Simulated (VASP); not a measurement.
Runs of VASP 6.6.1 on GaN. The structure is that of space group I-4m2 (No. 119), or close to it. The cells are those of the table. 

```csv
cell,gap on the mesh (eV),pressure (GPa)
"a = 3.149, b = 3.149, c = 3.267 Å, angles 58.8, 58.8, 62.5°, 2 atoms",1.52,5.0
"a = 3.229, b = 3.229, c = 3.346 Å, angles 58.8, 58.8, 62.4°, 2 atoms",1.05,-7.1
"a = 3.108, b = 3.108, c = 3.187 Å, angles 59.2, 59.2, 61.7°, 2 atoms",(d),15.9
"a = 3.188, b = 3.188, c = 3.267 Å, angles 59.2, 59.2, 61.6°, 2 atoms",1.42,(b)
"a = 3.191, b = 3.191, c = 3.028 Å, angles 61.7, 61.7, 56.6°, 2 atoms",1.84,15.9
"a = 3.191, b = 3.191, c = 3.346 Å, angles 58.4, 58.4, 63.2°, 2 atoms",1.14,-3.6
"a = 3.268, b = 3.268, c = 3.346 Å, angles 59.2, 59.2, 61.6°, 2 atoms",(a),(c)
```

Alike in all rows: task single point; level PBE; potentials or basis VASP PAW PBE potentials, release 64 (Ga_d, N); no spin polarisation; k mesh 10 × 10 × 10; cutoff (eV) 520; smearing gaussian 0.05 eV.

Estimate the missing entries.

(a) 0.96; (b) 0.5; (c) -10.2; (d) 1.90.

A k mesh can miss the band edges, and the runs leave out spin-orbit coupling on Ga.
